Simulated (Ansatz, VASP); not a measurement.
## InP: VASP beside Ansatz

The input INCAR:

```
PREC = Accurate
ENCUT = 520
EDIFF = 1E-6
ISMEAR = 0
SIGMA = 0.022
LREAL = False
LASPH = True
NELM = 60
ALGO = Normal
ISIF = 2
LWAVE = False
LCHARG = False
GGA = PE
NBANDS = 16
```

KPOINTS

```
Automatic mesh
0
Gamma
  8 8 8
```

File POSCAR:

```
InP
1.0
    0.0000000000      2.7688340000      2.7688340000
    2.7688340000      0.0000000000      2.7688340000
    2.7688340000      2.7688340000      0.0000000000
In P
1 1
Direct
    0.0000000000      0.0000000000      0.0000000000
    0.5000000000      0.5000000000      0.5000000000
```

Contents of input.yaml:

```yaml
crystal:
  lattice:
    - [0.0, 2.768834, 2.768834]
    - [2.768834, 0.0, 2.768834]
    - [2.768834, 2.768834, 0.0]
  atoms:
    - { symbol: In, position: [0.0, 0.0, 0.0] }
    - { symbol: P, position: [0.5, 0.5, 0.5] }
hamiltonian:
  xc: pbe
  pseudopotentials: { kind: paw }
kpoints:
  mp_grid: { grid: [8, 8, 8] }
scf:
  occupations: { method: gaussian, width: 0.022 }
output:
  forces: true
  stress: true
  eigenvalues: true
  write_density: true
  write_potential: true
  elf: true
  volumetric_format: npy
```

Alike in both runs: task single point; functional PBE; k mesh 8 × 8 × 8; occupations gaussian, width 0.022 eV; no spin polarisation.

|  | VASP | Ansatz |
| --- | --- | --- |
| version | VASP 6.6.1 | Ansatz 0.2.0 |
| potentials or method | VASP PAW PBE potentials, release 64 (In_d, P) | Ansatz PAW |
| plane-wave cutoff (eV) | 520 | 420 |
| valence electrons in the cell | 18 | 18 |

|  | VASP | Ansatz | Ansatz less VASP |
| --- | --- | --- | --- |
| gap on the k mesh at the Fermi level (eV) | none | none | - |
| pressure (GPa) | -0.1 | -0.1 | +0.05 |

A gap of «none» marks a metal or a gap that the smearing closes. With one functional, cell and mesh, what is left measures potentials, basis and numerics.
